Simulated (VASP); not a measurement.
# AgI (F-43m) in VASP: a series of runs

Runs on AgI. Level: LDA. Tasks: single point.

Everything below comes from runs of VASP 6.6.1. Logs are shortened: lines on timing, memory, paths and dates and some standing lists are left out, and cuts for length are marked.

**1. The cell of the first run**

The structure is cubic, space group F-43m (No. 216). The conventional cell has a = 5.923 Å, b = 5.923 Å, c = 5.923 Å, α = 90.00°, β = 90.00°, γ = 90.00°. Ag (site symmetry -43m) has 4 I at 2.56 Å within 3.4 Å. I (site symmetry -43m) has 4 Ag at 2.56 Å within 3.4 Å.

**2. Single point, LDA**

File INCAR:

```
SYSTEM = AgI
PREC = Accurate
ENCUT = 500
EDIFF = 1E-6
ISMEAR = 0
SIGMA = 0.01
LREAL = .False.
LASPH = .True.
NELM = 120
ALGO = Normal
ISIF = 2
LWAVE = .False.
LCHARG = .False.
NBANDS = 16
GGA_COMPAT = .False.
```

File KPOINTS:

```
regular mesh
0
Gamma
  6 6 6
  0 0 0
```

File POSCAR:

```
AgI
1.0
    0.0000000000      2.9613355970      2.9613355970
    2.9613355970      0.0000000000      2.9613355970
    2.9613355970      2.9613355970      0.0000000000
Ag I
1 1
Direct
    0.0000000000      0.0000000000      0.0000000000
    0.7500000000      0.7500000000      0.7500000000
```

Potentials or basis: VASP PAW LDA potentials, release 64 (Ag, I).

Launch:

```sh
cat potpaw_LDA.64/Ag/POTCAR potpaw_LDA.64/I/POTCAR > POTCAR
mpirun -np 1 vasp_std > vasp.out
```

OUTCAR:

```text
SYSTEM = AgI
   PREC = Accurate
   ENCUT = 500
   EDIFF = 1E-6
   ISMEAR = 0
   LREAL = .False.
   LASPH = .True.
   NELM = 120
   ISIF = 2

 ion  position               nearest neighbor table
   1  0.000  0.000  0.000-   2 2.56   2 2.56   2 2.56   2 2.56
   2  0.750  0.750  0.750-   1 2.56   1 2.56   1 2.56   1 2.56

  LATTYP: Found a face centered cubic cell.
 ALAT       =     5.9226711940

  Lattice vectors:

 A1 = (   0.0000000000,   2.9613355970,   2.9613355970)
 A2 = (   2.9613355970,   0.0000000000,   2.9613355970)
 A3 = (   2.9613355970,   2.9613355970,   0.0000000000)

Analysis of symmetry for initial positions (statically):
=====================================================================
 Subroutine PRICEL returns:
 Original cell was already a primitive cell.

 Routine SETGRP: Setting up the symmetry group for a
 face centered cubic supercell.

 Subroutine GETGRP returns: Found 24 space group operations
 (whereof 24 operations were pure point group operations)
 out of a pool of 48 trial point group operations.

The static configuration has the point symmetry T_d .

Analysis of symmetry for dynamics (positions and initial velocities):
=====================================================================
 Subroutine PRICEL returns:
 Original cell was already a primitive cell.

 Routine SETGRP: Setting up the symmetry group for a
 face centered cubic supercell.

 Subroutine GETGRP returns: Found 24 space group operations
 (whereof 24 operations were pure point group operations)
 out of a pool of 48 trial point group operations.

The dynamic configuration has the point symmetry T_d .

 Subroutine INISYM returns: Found 24 space group operations
 (whereof 24 operations are pure point group operations),
 and found     1 'primitive' translations

----------------------------------------------------------------------------------------

                                     Primitive cell

  volume of cell :      51.9389

  direct lattice vectors                    reciprocal lattice vectors
     0.000000000  2.961335597  2.961335597    -0.168842735  0.168842735  0.168842735
     2.961335597  0.000000000  2.961335597     0.168842735 -0.168842735  0.168842735
     2.961335597  2.961335597  0.000000000     0.168842735  0.168842735 -0.168842735

  length of vectors
     4.187960964  4.187960964  4.187960964     0.292444195  0.292444195  0.292444195

  position of ions in fractional coordinates (direct lattice)
     0.000000000  0.000000000  0.000000000
     0.750000000  0.750000000  0.750000000

  ion indices of the primitive-cell ions
   primitive index   ion index
                 1           1
                 2           2

----------------------------------------------------------------------------------------

 KPOINTS: regular mesh

Automatic generation of k-mesh.
 Grid dimensions read from file:
 generate k-points for:    6    6    6

 Generating k-lattice:

  Cartesian coordinates                     Fractional coordinates (reciprocal lattice)
    -0.028140456  0.028140456  0.028140456     0.166666667  0.000000000  0.000000000
     0.028140456 -0.028140456  0.028140456     0.000000000  0.166666667  0.000000000
     0.028140456  0.028140456 -0.028140456     0.000000000  0.000000000  0.166666667

  Length of vectors
     0.048740699  0.048740699  0.048740699

  Shift w.r.t. Gamma in fractional coordinates (k-lattice)
     0.000000000  0.000000000  0.000000000

 Subroutine IBZKPT returns following result:
 ===========================================

 Found     16 irreducible k-points:

 Following reciprocal coordinates:
            Coordinates               Weight
  0.000000  0.000000  0.000000      1.000000
  0.166667  0.000000  0.000000      8.000000
  0.333333  0.000000  0.000000      8.000000
  0.500000  0.000000  0.000000      4.000000
  0.166667  0.166667  0.000000      6.000000
  0.333333  0.166667  0.000000     24.000000
[... 8 lines left out ...]
 -0.333333  0.333333  0.166667     24.000000
 -0.333333  0.500000  0.166667     12.000000
   k-points           NKPTS =     16   k-points in BZ     NKDIM =     16   number of bands    NBANDS=     16
   number of dos      NEDOS =    301   number of ions     NIONS =      2
   total plane-waves  NPLWV =  32768
   dimension x,y,z NGX =    32 NGY =   32 NGZ =   32
   dimension x,y,z NGXF=    64 NGYF=   64 NGZF=   64
   ions per type =               1   1
   NGX,Y,Z   is equivalent  to a cutoff of  12.70, 12.70, 12.70 a.u.
   NGXF,Y,Z  is equivalent  to a cutoff of  25.41, 25.41, 25.41 a.u.
 SYSTEM =  AgI
   PREC   = accura    normal or accurate (medium, high low for compatibility)
   ISTART =      0    job   : 0-new  1-cont  2-samecut
   ICHARG =      2    charge: 1-file 2-atom 10-const
   ISPIN  =      1    spin polarized calculation?
   LNONCOLLINEAR =      F non collinear calculations
   LSORBIT =      F    spin-orbit coupling
   LASPH  =      T    aspherical Exc in radial PAW
   ENCUT  =  500.0 eV  36.75 Ry    6.06 a.u.   7.64  7.64  7.64*2*pi/ulx,y,z
   NELM   =    120;   NELMIN=  2; NELMDL= -5     # of ELM steps
   EDIFF  = 0.1E-05   stopping-criterion for ELM
   LREAL  =      F    real-space projection
   EDIFFG = 0.1E-04   stopping-criterion for IOM
   NSW    =      0    number of steps for IOM
   IBRION =     -1    ionic relax: 0-MD 1-quasi-New 2-CG
   NFREE  =      0    steps in history (QN), initial steepest desc. (CG)
   ISIF   =      2    stress and relaxation
   ISYM   =      2    0-nonsym 1-usesym 2-fastsym
   POTIM  = 0.5000    time-step for ionic-motion
   TEBEG  =    0.0;   TEEND  =   0.0 temperature during run
   PSTRESS=    0.0 pullay stress
   NELECT =      18.0000    total number of electrons
   NUPDOWN=      -1.0000    fix difference up-down
   EMIN   =  10.00;   EMAX   =-10.00  energy-range for DOS
   EFERMI =   0.00;   METHOD = LEGACY
   ISMEAR =     0;   SIGMA  =   0.01  broadening in eV -4-tet -1-fermi 0-gaus
   EFERMI_NEDOS =   21; number of points for ismear=-14 and -15
   IALGO  =     38    algorithm
   IMIX   =      4    mixing-type and parameters
     AMIX     =   0.40;   BMIX     =  1.00
     AMIX_MAG =   1.60;   BMIX_MAG =  1.00
  volume/ion in A,a.u.               =      25.97       175.25
  Fermi-wavevector in a.u.,A,eV,Ry     =   1.149921  2.173036 17.991236  1.322319
  Thomas-Fermi vector in A             =   2.286588
   LORBIT       =      0    0 simple, 1 ext, 2 COOP (PROOUT), +10 PAW based schemes
   GGA     = CA    functional components
   LHFCALC =     F    Hartree Fock is set to
   AEXX    =    0.0000 exact exchange contribution
   IVDW    =     0    specifies the selected vdW correction
   LEPSILON=     F    determine dielectric tensor
   LRPA    =     F    only Hartree local field effects (RPA)
 non-spin polarized calculation
 Gauss-broadening in eV      SIGMA  =   0.01
  energy-cutoff  :      500.00
  volume of cell :       51.94
 maximum number of plane-waves:      1363
 NGX is ok and might be reduce to    32
   NGX = 15   NGY = 15   NGZ = 15

 number of electron      18.0000003 magnetization

 Free energy of the ion-electron system (eV)
  ---------------------------------------------------
  ext. energy  EPLUGINS =         0.00000000
  ---------------------------------------------------
  free energy    TOTEN  =        -5.66701044 eV

  energy without entropy =       -5.66701044  energy(sigma->0) =       -5.66701044

 E-fermi :   6.6621     XC(G=0): -10.1350

 val. band max:        6.5849475402   @ k =   0.0000   0.0000   0.0000
 cond. band min:       7.7250136088   @ k =   0.0000   0.0000   0.0000
 fundamental gap:      1.1400660686
 Fermi energy:         6.6621351176

 k-point     1 :       0.0000    0.0000    0.0000
  band No.  band energies     occupation
      1      -8.1720      2.00000
      2       0.2783      2.00000
      3       0.2783      2.00000
      4       0.2783      2.00000
      5       1.8723      2.00000
      6       1.8723      2.00000
[... 8 lines left out ...]
     15      16.9527      0.00000
     16      16.9527      0.00000

 k-point     2 :       0.1667    0.0000    0.0000
  band No.  band energies     occupation
      1      -8.0331      2.00000
      2       0.2034      2.00000
      3       0.3475      2.00000
      4       0.3475      2.00000
      5       1.8589      2.00000
      6       1.8589      2.00000
[... 8 lines left out ...]
     15      15.7256      0.00000
     16      15.8518      0.00000

 k-point     3 :       0.3333    0.0000    0.0000
  band No.  band energies     occupation
      1      -7.7339      2.00000
      2       0.1732      2.00000
      3       0.4729      2.00000
      4       0.4729      2.00000
      5       1.8791      2.00000
      6       1.8791      2.00000
[... 8 lines left out ...]
     15      16.2075      0.00000
     16      16.2075      0.00000

 k-point     4 :       0.5000    0.0000    0.0000
  band No.  band energies     occupation
      1      -7.5718      2.00000
      2       0.2880      2.00000
      3       0.5248      2.00000
      4       0.5248      2.00000
      5       1.9225      2.00000
      6       1.9225      2.00000
[... 8 lines left out ...]
     15      17.6919      0.00000
     16      17.6919      0.00000
[... 172 lines left out ...]
 k-point    14 :       0.5000    0.3333    0.1667
  band No.  band energies     occupation
      1      -7.5308      2.00000
      2       0.1270      2.00000
      3       0.5949      2.00000
      4       0.7819      2.00000
      5       1.8335      2.00000
      6       1.9349      2.00000
[... 8 lines left out ...]
     15      18.0836      0.00000
     16      18.8511      0.00000

 k-point    15 :      -0.3333    0.3333    0.1667
  band No.  band energies     occupation
      1      -7.4222      2.00000
      2       0.3314      2.00000
      3       0.5717      2.00000
      4       0.9571      2.00000
      5       1.7404      2.00000
      6       1.9836      2.00000
[... 8 lines left out ...]
     15      17.7949      0.00000
     16      18.8700      0.00000

 k-point    16 :      -0.3333    0.5000    0.1667
  band No.  band energies     occupation
      1      -7.3701      2.00000
      2       0.0886      2.00000
      3       0.8492      2.00000
      4       1.0338      2.00000
      5       1.8466      2.00000
      6       2.2739      2.00000
[... 8 lines left out ...]
     15      18.7193      0.00000
     16      18.8775      0.00000

------------------------ aborting loop because EDIFF is reached ----------------------------------------

  FORCE on cell =-STRESS in cart. coord.  units (eV):
  Direction    XX          YY          ZZ          XY          YZ          ZX
  --------------------------------------------------------------------------------------
  -------------------------------------------------------------------------------------
  Total        4.8575983      4.8575983      4.8575983      0.0000000      0.0000000      0.0000000
  in kB      149.8439797    149.8439797    149.8439797      0.0000000      0.0000000      0.0000000
  external PRESSURE =     149.8439797 kB  Pullay stress =       0.0000000 kB

 VOLUME and BASIS-vectors are now :
 -----------------------------------------------------------------------------
  energy-cutoff  :      500.00
  volume of cell :       51.94
      direct lattice vectors                 reciprocal lattice vectors
     0.000000000  2.961335597  2.961335597    -0.168842735  0.168842735  0.168842735
     2.961335597  0.000000000  2.961335597     0.168842735 -0.168842735  0.168842735
     2.961335597  2.961335597  0.000000000     0.168842735  0.168842735 -0.168842735

 POSITION                                       TOTAL-FORCE (eV/Angst)
 -----------------------------------------------------------------------------------
      0.00000      0.00000      0.00000         0.000000      0.000000      0.000000
      4.44200      4.44200      4.44200        -0.000000     -0.000000     -0.000000
 -----------------------------------------------------------------------------------
    total drift:                               -0.000000     -0.000000     -0.000000

  FREE ENERGIE OF THE ION-ELECTRON SYSTEM (eV)
  ---------------------------------------------------
  free  energy   TOTEN  =        -5.6670104410 eV

  energy  without entropy=       -5.6670104410  energy(sigma->0) =       -5.66701044
```

It took 9.2 s on 1 thread of Intel Xeon Platinum 8375C at 2.90GHz (Ice Lake), shared host; peak memory 0.15 GiB.

What came out:

| Quantity | Value |
| --- | --- |
| Free energy | -5.6670 eV |
| Pressure | 15.0 GPa |
| Band gap on the k mesh | 1.14 eV, direct |

Levels at points of the mesh, in eV from the valence-band top:
| k point | band 6 | band 7 | band 8 | band 9 | band 10 | band 11 | band 12 | band 13 |
| --- | --- | --- | --- | --- | --- | --- | --- | --- |
| (0.00, 0.00, 0.00) | -4.71 | 0.00 | 0.00 | 0.00 | 1.14 | 5.05 | 5.05 | 5.05 |
| (0.50, 0.00, 0.00) | -4.66 | -4.43 | -1.24 | -1.24 | 2.36 | 5.70 | 5.70 | 7.15 |
| (0.50, 0.50, 0.00) | -4.52 | -3.99 | -2.97 | -2.97 | 2.62 | 3.36 | 9.50 | 10.50 |

Caveat: spin-orbit coupling is left out, which moves the levels of the heavy elements.

[end of part 1 of 2]
